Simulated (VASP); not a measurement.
Here is a VASP 6.6.1 calculation.

Contents of INCAR:

```
SYSTEM = Sr
ALGO = Normal
EDIFF = 1E-6
EDIFFG = -0.01
ENCUT = 600
GGA = PS
IBRION = 2
ISIF = 3
ISMEAR = 0
LASPH = .True.
LCHARG = .False.
LREAL = .False.
LWAVE = .False.
NELM = 60
NSW = 80
PREC = Accurate
SIGMA = 0.1
```

The input KPOINTS:

```
k-points
0
Gamma
  12 12 12
  0 0 0
```

Contents of POSCAR:

```
Sr
1.0
   -2.3291776281      2.3291776281      2.3291776281
    2.3291776281     -2.3291776281      2.3291776281
    2.3291776281      2.3291776281     -2.3291776281
Sr
1
Direct
    0.0000000000      0.0000000000      0.0000000000
```

Potentials or basis: VASP PAW PBE potentials, release 64 (Sr_sv).

Command:

```bash
$ cat potpaw_PBE.64/Sr_sv/POTCAR > POTCAR
$ mpirun -np 1 vasp_std > vasp.out
```

Problem. What does it give for the relaxed cell?

Solution. a = 4.046 Å, b = 4.046 Å, c = 4.046 Å, α = 109.47°, β = 109.47°, γ = 109.47°.

Problem. What does it give for the relaxed volume?

Solution. 50.98 Å³/atom.

Problem. What does it give for the band gap on the k mesh?

Solution. Zero (band 5 reaches 2.12 eV, above the bottom of band 6 at 1.52 eV).

Final structure:
```
CELL_PARAMETERS angstrom
-2.33590 2.33590 2.33590
2.33590 -2.33590 2.33590
2.33590 2.33590 -2.33590
ATOMIC_POSITIONS crystal
Sr 0.00000 0.00000 0.00000
```

Caveat: the PAW data sets were made with another functional, which shifts forces and pressure a little.
